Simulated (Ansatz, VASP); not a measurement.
# Two plane-wave programs on SnO

Contents of INCAR:

```
PREC = Accurate
ENCUT = 520
EDIFF = 1E-6
ISMEAR = 0
SIGMA = 0.05
LREAL = F
LASPH = T
NELM = 100
ALGO = Normal
ISIF = 2
LWAVE = F
LCHARG = F
LDIPOL = T
IDIPOL = 3
DIPOL = 0.5 0.5 0.399
GGA = PE
IVDW = 12
NBANDS = 50
```

File KPOINTS:

```
Automatic mesh
0
Gamma
  7 7 1
```

POSCAR

```
SnO
1.0
    3.8201630918      0.0000000000      0.0000000000
    0.0000000000      3.8201630918      0.0000000000
    0.0000000000      0.0000000000     22.2260821141
Sn O
4 4
Direct
    0.7500000000      0.2500000000      0.2024648328
    0.2500000000      0.7500000000      0.3087832134
    0.7500000000      1.2500000000      0.4887519537
    0.2500000000      1.7500000000      0.5950703343
    0.2500000000      0.2500000000      0.2556240231
    0.7500000000      0.7500000000      0.2556240231
    0.2500000000      1.2500000000      0.5419111440
    0.7500000000      1.7500000000      0.5419111440
```

Input for Ansatz:

```yaml
crystal:
  lattice:
    - [3.8201630918, 0.0, 0.0]
    - [0.0, 3.8201630918, 0.0]
    - [0.0, 0.0, 22.2260821141]
  atoms:
    - { symbol: Sn, position: [0.75, 0.25, 0.2024648328] }
    - { symbol: O, position: [0.25, 0.25, 0.2556240231] }
    - { symbol: O, position: [0.75, 0.75, 0.2556240231] }
    - { symbol: Sn, position: [0.25, 0.75, 0.3087832134] }
    - { symbol: Sn, position: [0.75, 1.25, 0.4887519537] }
    - { symbol: O, position: [0.25, 1.25, 0.541911144] }
    - { symbol: O, position: [0.75, 1.75, 0.541911144] }
    - { symbol: Sn, position: [0.25, 1.75, 0.5950703343] }
basis:
  ecutwfc: 420
kpoints:
  mp_grid: { grid: [7, 7, 1] }
hamiltonian:
  xc: pbe
  pseudopotentials: { kind: paw, azcp: { folder: soft_1 } }
  dispersion: d3bj
scf:
  occupations: { method: gaussian, width: 0.05 }
output:
  forces: true
  eigenvalues: true
efield:
  axis: 3
  dipole_correction: true
  ramp_width: 0.04
```

Alike in both runs: task single point; functional PBE; dispersion D3(BJ); k mesh 7 × 7 × 1; occupations gaussian, width 0.05 eV; no spin polarisation.

|  | VASP | Ansatz |
| --- | --- | --- |
| version | VASP 6.6.1 | Ansatz 0.2.0 |
| potentials or method | VASP PAW PBE potentials, release 64 (Sn_d, O), cutoff 520 eV | scalar-relativistic, plane waves, PAW |
| valence electrons in the cell | 80 | 80 |

Ansatz gave:

```
gap on the k mesh at the Fermi level (eV) : 2.58
least direct gap on the mesh (eV)         : 2.60
rms of the force components (eV/Å)        : 0.030
```

Question: Estimate VASP's values.

Answer: gap on the k mesh at the Fermi level (eV): 2.54; least direct gap on the mesh (eV): 2.55; rms of the force components (eV/Å): 0.061.
